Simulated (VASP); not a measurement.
# LiF (P1) in VASP: single point with LDA

Aim: the single point of LiF with LDA.

Program: VASP 6.6.1. These are calculated values, not measurements. Logs are shortened: lines on timing, memory, paths and dates and some standing lists are left out, and cuts for length are marked.

## Step 1: The cell of the first run

The typed cell holds 4 atoms: a = 3.061 Å, b = 3.061 Å, c = 4.807 Å, α = 90.00°, β = 90.00°, γ = 120.00°.

## Step 2: Single point, LDA (all Li atoms moved +0.188 Å, as atom 1 along Cartesian [1 -1 0])

INCAR reads:

```
SYSTEM = LiF
PREC     = Accurate       ! precision mode
ENCUT    = 520            ! plane-wave cutoff, eV
EDIFF    = 1E-6           ! SCF threshold, eV
ISMEAR   = 0              ! smearing method
SIGMA    = 0.05           ! smearing width, eV
LREAL    = .FALSE.        ! projectors in reciprocal space
LASPH    = .TRUE.         ! aspherical terms in the spheres
NELM     = 100            ! most SCF steps
ALGO     = Normal         ! electronic algorithm
ISIF     = 2              ! what is computed and relaxed
LWAVE    = .FALSE.        ! write WAVECAR
LCHARG   = .TRUE.         ! write CHGCAR
GGA      = CA             ! functional
LELF     = .TRUE.         ! ELF
LVHAR    = .TRUE.       
NBANDS   = 18             ! bands
```

KPOINTS reads:

```
Automatic mesh
0
G
  9 9 6
  0 0 0
```

POSCAR reads:

```
LiF
1.0
    3.0609398175      0.0000000000      0.0000000000
   -1.5304699087      2.6508516414      0.0000000000
    0.0000000000      0.0000000000      4.8073245700
Li F
2 2
Direct
    0.3516401183      0.6166516000      0.3811542600
    0.6849734516      0.2833182667      0.8811542600
    0.3333333333      0.6666666667      0.9938437400
    0.6666666667      0.3333333333      0.4938437400
```

Potentials or basis: VASP PAW LDA potentials, release 64 (Li_sv, F).

Run with:

```bash
$ cat potpaw_LDA.64/Li_sv/POTCAR potpaw_LDA.64/F/POTCAR > POTCAR
$ mpirun -np 1 vasp_std > vasp.out
```

OUTCAR:

```text
SYSTEM = LiF
   PREC = Accurate
   ENCUT = 520
   EDIFF = 1E-6
   ISMEAR = 0
   LREAL = .FALSE.
   LASPH = .TRUE.
   NELM = 100
   ISIF = 2
   GGA = CA

 ion  position               nearest neighbor table
   1  0.352  0.617  0.381-   4 1.68   3 1.87   4 1.90   4 1.98
   2  0.685  0.283  0.881-   3 1.73   3 1.81   4 1.87   3 2.02
   3  0.333  0.667  0.994-   2 1.73   2 1.81   1 1.87   2 2.02
   4  0.667  0.333  0.494-   1 1.68   2 1.87   1 1.90   1 1.98

  LATTYP: Found a hexagonal cell.
 ALAT       =     3.0609398175
 C/A-ratio  =     1.5705387419

  Lattice vectors:

 A1 = (   3.0609398175,   0.0000000000,   0.0000000000)
 A2 = (  -1.5304699087,   2.6508516414,   0.0000000000)
 A3 = (   0.0000000000,   0.0000000000,   4.8073245700)

Analysis of symmetry for initial positions (statically):
=====================================================================
 Subroutine PRICEL returns:
 Original cell was already a primitive cell.

 Routine SETGRP: Setting up the symmetry group for a
 hexagonal supercell.

 Subroutine GETGRP returns: Found  1 space group operations
 (whereof  1 operations were pure point group operations)
 out of a pool of 24 trial point group operations.

The static configuration has the point symmetry C_1 .

Analysis of symmetry for dynamics (positions and initial velocities):
=====================================================================
 Subroutine PRICEL returns:
 Original cell was already a primitive cell.

 Routine SETGRP: Setting up the symmetry group for a
 hexagonal supercell.

 Subroutine GETGRP returns: Found  1 space group operations
 (whereof  1 operations were pure point group operations)
 out of a pool of 24 trial point group operations.

The dynamic configuration has the point symmetry C_1 .

 Subroutine INISYM returns: Found  1 space group operations
 (whereof  1 operations are pure point group operations),
 and found     1 'primitive' translations

----------------------------------------------------------------------------------------

                                     Primitive cell

  volume of cell :      39.0071

  direct lattice vectors                    reciprocal lattice vectors
     3.060939817  0.000000000  0.000000000     0.326697047  0.188618628  0.000000000
    -1.530469909  2.650851641  0.000000000     0.000000000  0.377237256  0.000000000
     0.000000000  0.000000000  4.807324570     0.000000000  0.000000000  0.208015911

  length of vectors
     3.060939817  3.060939817  4.807324570     0.377237256  0.377237256  0.208015911

  position of ions in fractional coordinates (direct lattice)
     0.351640118  0.616651600  0.381154260
     0.684973452  0.283318267  0.881154260
     0.333333333  0.666666667  0.993843740
     0.666666667  0.333333333  0.493843740

  ion indices of the primitive-cell ions
   primitive index   ion index
                 1           1
                 2           2
                 3           3
                 4           4

----------------------------------------------------------------------------------------

 KPOINTS: Automatic mesh

Automatic generation of k-mesh.
 Grid dimensions read from file:
 generate k-points for:    9    9    6

 Generating k-lattice:

  Cartesian coordinates                     Fractional coordinates (reciprocal lattice)
     0.036299672  0.020957625  0.000000000     0.111111111  0.000000000  0.000000000
     0.000000000  0.041915251  0.000000000     0.000000000  0.111111111  0.000000000
     0.000000000  0.000000000  0.034669319     0.000000000  0.000000000  0.166666667

  Length of vectors
     0.041915251  0.041915251  0.034669319

  Shift w.r.t. Gamma in fractional coordinates (k-lattice)
     0.000000000  0.000000000  0.000000000

 Subroutine IBZKPT returns following result:
 ===========================================

 Found    244 irreducible k-points:

 Following reciprocal coordinates:
            Coordinates               Weight
  0.000000  0.000000  0.000000      1.000000
  0.111111 -0.000000  0.000000      2.000000
  0.000000  0.111111  0.000000      2.000000
 -0.111111  0.111111  0.000000      2.000000
  0.222222  0.000000  0.000000      2.000000
  0.000000  0.222222  0.000000      2.000000
[... 16 lines left out ...]
  0.333333  0.111111  0.000000      2.000000
 -0.111111  0.444444  0.000000      2.000000
 [... further k-points ...]
   k-points           NKPTS =    244   k-points in BZ     NKDIM =    244   number of bands    NBANDS=     18
   number of dos      NEDOS =    301   number of ions     NIONS =      4
   total plane-waves  NPLWV =  20736
   dimension x,y,z NGX =    24 NGY =   24 NGZ =   36
   dimension x,y,z NGXF=    48 NGYF=   48 NGZF=   72
   ions per type =               2   2
   NGX,Y,Z   is equivalent  to a cutoff of  13.03, 13.03, 12.45 a.u.
   NGXF,Y,Z  is equivalent  to a cutoff of  26.07, 26.07, 24.90 a.u.
 SYSTEM =  LiF
   PREC   = accura    normal or accurate (medium, high low for compatibility)
   ISTART =      0    job   : 0-new  1-cont  2-samecut
   ICHARG =      2    charge: 1-file 2-atom 10-const
   ISPIN  =      1    spin polarized calculation?
   LNONCOLLINEAR =      F non collinear calculations
   LSORBIT =      F    spin-orbit coupling
   LASPH  =      T    aspherical Exc in radial PAW
   ENCUT  =  520.0 eV  38.22 Ry    6.18 a.u.   5.69  5.69  8.94*2*pi/ulx,y,z
   NELM   =    100;   NELMIN=  2; NELMDL= -5     # of ELM steps
   EDIFF  = 0.1E-05   stopping-criterion for ELM
   LREAL  =      F    real-space projection
   EDIFFG = 0.1E-04   stopping-criterion for IOM
   NSW    =      0    number of steps for IOM
   IBRION =     -1    ionic relax: 0-MD 1-quasi-New 2-CG
   NFREE  =      0    steps in history (QN), initial steepest desc. (CG)
   ISIF   =      2    stress and relaxation
   ISYM   =      2    0-nonsym 1-usesym 2-fastsym
   POTIM  = 0.5000    time-step for ionic-motion
   TEBEG  =    0.0;   TEEND  =   0.0 temperature during run
   PSTRESS=    0.0 pullay stress
   NELECT =      20.0000    total number of electrons
   NUPDOWN=      -1.0000    fix difference up-down
   EMIN   =  10.00;   EMAX   =-10.00  energy-range for DOS
   EFERMI =   0.00;   METHOD = LEGACY
   ISMEAR =     0;   SIGMA  =   0.05  broadening in eV -4-tet -1-fermi 0-gaus
   EFERMI_NEDOS =   21; number of points for ismear=-14 and -15
   IALGO  =     38    algorithm
   IMIX   =      4    mixing-type and parameters
     AMIX     =   0.40;   BMIX     =  1.00
     AMIX_MAG =   1.60;   BMIX_MAG =  1.00
  volume/ion in A,a.u.               =       9.75        65.81
  Fermi-wavevector in a.u.,A,eV,Ry     =   1.310299  2.476105 23.359603  1.716882
  Thomas-Fermi vector in A             =   2.440838
   LORBIT       =      0    0 simple, 1 ext, 2 COOP (PROOUT), +10 PAW based schemes
   GGA     = CA    functional components
   LHFCALC =     F    Hartree Fock is set to
   AEXX    =    0.0000 exact exchange contribution
   IVDW    =     0    specifies the selected vdW correction
   LEPSILON=     F    determine dielectric tensor
   LRPA    =     F    only Hartree local field effects (RPA)
 non-spin polarized calculation
 Gauss-broadening in eV      SIGMA  =   0.05
  energy-cutoff  :      520.00
  volume of cell :       39.01
 maximum number of plane-waves:      1085
   NGX = 11   NGY = 11   NGZ = 17

 number of electron      20.0000027 magnetization

 Free energy of the ion-electron system (eV)
  ---------------------------------------------------
  ext. energy  EPLUGINS =         0.00000000
  ---------------------------------------------------
  free energy    TOTEN  =       -20.64974406 eV

  energy without entropy =      -20.64974406  energy(sigma->0) =      -20.64974406

 E-fermi :  -2.3938     XC(G=0):  -9.6189

 val. band max:       -2.6433117709   @ k =   0.0000   0.0000   0.0000
 cond. band min:       4.8533615421   @ k =   0.0000   0.0000   0.0000
 fundamental gap:      7.4966733130
 Fermi energy:        -2.3937870868

 k-point     1 :       0.0000    0.0000    0.0000
  band No.  band energies     occupation
      1     -41.9416      2.00000
      2     -41.8891      2.00000
      3     -21.7293      2.00000
      4     -21.4895      2.00000
      5      -4.9794      2.00000
      6      -3.2967      2.00000
[... 10 lines left out ...]
     17      17.1866      0.00000
     18      17.3327      0.00000

 k-point     2 :       0.1111   -0.0000    0.0000
  band No.  band energies     occupation
      1     -41.9367      2.00000
      2     -41.8869      2.00000
      3     -21.7138      2.00000
      4     -21.4865      2.00000
      5      -4.9185      2.00000
      6      -3.4079      2.00000
[... 10 lines left out ...]
     17      17.2426      0.00000
     18      17.8593      0.00000

 k-point     3 :       0.0000    0.1111    0.0000
  band No.  band energies     occupation
      1     -41.9367      2.00000
      2     -41.8870      2.00000
      3     -21.7136      2.00000
      4     -21.4857      2.00000
      5      -4.9175      2.00000
      6      -3.4023      2.00000
[... 10 lines left out ...]
     17      17.2614      0.00000
     18      17.6815      0.00000

 k-point     4 :      -0.1111    0.1111    0.0000
  band No.  band energies     occupation
      1     -41.9367      2.00000
      2     -41.8870      2.00000
      3     -21.7135      2.00000
      4     -21.4848      2.00000
      5      -4.9168      2.00000
      6      -3.3918      2.00000
[... 375 lines left out ...]
      4     -21.4795      2.00000
      5      -4.6394      2.00000
      6      -4.0732      2.00000
[... 10 lines left out ...]
     17      16.8263      0.00000
     18      18.0265      0.00000

 k-point    23 :       0.3333    0.1111    0.0000
  band No.  band energies     occupation
      1     -41.8994      2.00000
      2     -41.8763      2.00000
      3     -21.5853      2.00000
      4     -21.4886      2.00000
      5      -4.6993      2.00000
      6      -4.1594      2.00000
[... 10 lines left out ...]
     17      16.4358      0.00000
     18      18.4014      0.00000

 k-point    24 :      -0.1111    0.4444    0.0000
  band No.  band energies     occupation
      1     -41.8993      2.00000
      2     -41.8772      2.00000
      3     -21.5853      2.00000
      4     -21.4786      2.00000
      5      -4.6971      2.00000
      6      -4.1816      2.00000
[... 10 lines left out ...]
     17      16.4016      0.00000
     18      18.1818      0.00000

 [... further k-points ...]

------------------------ aborting loop because EDIFF is reached ----------------------------------------

  FORCE on cell =-STRESS in cart. coord.  units (eV):
  Direction    XX          YY          ZZ          XY          YZ          ZX
  --------------------------------------------------------------------------------------
  -------------------------------------------------------------------------------------
  Total       -0.1290590     -0.1679908     -0.7270883     -0.2160394     -0.4736073      0.4760862
  in kB       -5.3009674     -6.9000535    -29.8644182     -8.8736021    -19.4529422     19.5547632
  external PRESSURE =     -14.0218130 kB  Pullay stress =       0.0000000 kB

 VOLUME and BASIS-vectors are now :
 -----------------------------------------------------------------------------
  energy-cutoff  :      520.00
  volume of cell :       39.01
      direct lattice vectors                 reciprocal lattice vectors
     3.060939817  0.000000000  0.000000000     0.326697047  0.188618628  0.000000000
    -1.530469909  2.650851641  0.000000000     0.000000000  0.377237256  0.000000000
     0.000000000  0.000000000  4.807324570     0.000000000  0.000000000  0.208015911

 POSITION                                       TOTAL-FORCE (eV/Angst)
 -----------------------------------------------------------------------------------
      0.13258      1.63465      1.83233        -0.856229      0.573806     -0.211141
      1.66305      0.75103      4.23599        -0.287266      0.564894     -0.157063
     -0.00000      1.76723      4.77773         0.290364     -0.564769      0.155764
      1.53047      0.88362      2.37407         0.853131     -0.573931      0.212440
 -----------------------------------------------------------------------------------
    total drift:                                0.000509     -0.000797     -0.000829

  FREE ENERGIE OF THE ION-ELECTRON SYSTEM (eV)
  ---------------------------------------------------
  free  energy   TOTEN  =       -20.6497440623 eV

  energy  without entropy=      -20.6497440623  energy(sigma->0) =      -20.64974406
```

It took 56 s on 1 thread of Intel Xeon Platinum 8488C (Sapphire Rapids), shared host; peak memory 0.23 GiB.

Results:

| Property | Result |
| --- | --- |
| Free energy | -20.6497 eV |
| Largest force | 1.052 eV/Å |
| Band gap on the k mesh | 7.50 eV, direct |

Forces on the atoms (eV/Å):
```
Li  -0.856  0.574 -0.211
Li  -0.287  0.565 -0.157
F    0.290 -0.565  0.156
F    0.853 -0.574  0.212
```

Levels at points of the mesh, in eV from the valence-band top:
```
           k point  band 7  band 8  band 9  band 10  band 11  band 12  band 13  band 14
(0.00, 0.00, 0.00)   -0.62   -0.19   -0.15     0.00     7.50    11.72    14.86    18.10
(0.00, 0.00, 0.50)   -0.58   -0.55   -0.21    -0.19     9.20     9.21    17.04    17.09
```

Caveat: the cell differs from its parent crystal (all Li atoms moved +0.188 Å, as atom 1 along Cartesian [1 -1 0]); the cutoff is under 1.25 times the usual one of these potentials, so pressure, stress and relaxed cells hold a basis-set (Pulay) error; forces of over 1 eV/Å act on the atoms, so gaps and moduli don't describe the material at rest.
